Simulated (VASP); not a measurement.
A run of VASP 6.6.1 is set up as follows.

The input POSCAR:

```
Ge
1.0
    0.0000000000      2.8857400000      5.1156650000
    2.6304970000      0.0000000000      5.1156650000
    2.6304970000      2.8857400000      0.0000000000
Ge
4
Direct
    0.7818670000      0.7818670000      0.2181330000
    0.2181330000      0.2181330000      0.7818670000
    0.2735100000      0.7264900000      0.2735100000
    0.7264900000      0.2735100000      0.7264900000
```

INCAR.step1

```
SYSTEM = Ge
  PREC = Accurate
  ENCUT = 520
  ISMEAR = 0
  SIGMA = 0.1
  LREAL = .False.
  LASPH = .True.
  NELM = 80
  NBANDS = 36
  GGA = PE
  ALGO = Normal
  EDIFF = 1E-4
  LWAVE = .True.
  LCHARG = .False.
```

INCAR.step2

```
SYSTEM = Ge
  PREC = Accurate
  ENCUT = 520
  EDIFF = 1E-6
  ISMEAR = 0
  SIGMA = 0.1
  LREAL = .False.
  LASPH = .True.
  NELM = 80
  ALGO = Normal
  ISIF = 2
  LWAVE = .False.
  LCHARG = .False.
  METAGGA = R2SCAN
  LMIXTAU = .True.
  NBANDS = 36
  ISTART = 1
```

Contents of KPOINTS:

```
regular mesh
0
Gamma
  6 6 6
  0 0 0
```

Potentials or basis: VASP PAW PBE potentials, release 64 (Ge_d).

Launch:

```bash
$ cat potpaw_PBE.64/Ge_d/POTCAR > POTCAR
$ cp INCAR.step1 INCAR
$ mpirun -np 1 vasp_std > vasp.out
$ cp INCAR.step2 INCAR
$ mpirun -np 1 vasp_std > vasp.out
```

(1) What does it give for the largest force?

(2) Estimate the pressure.

Answers

(1) 0.079 eV/Å.

(2) -2.3 GPa.

Caveat: the PAW data sets were made with another functional, which shifts forces and pressure a little.
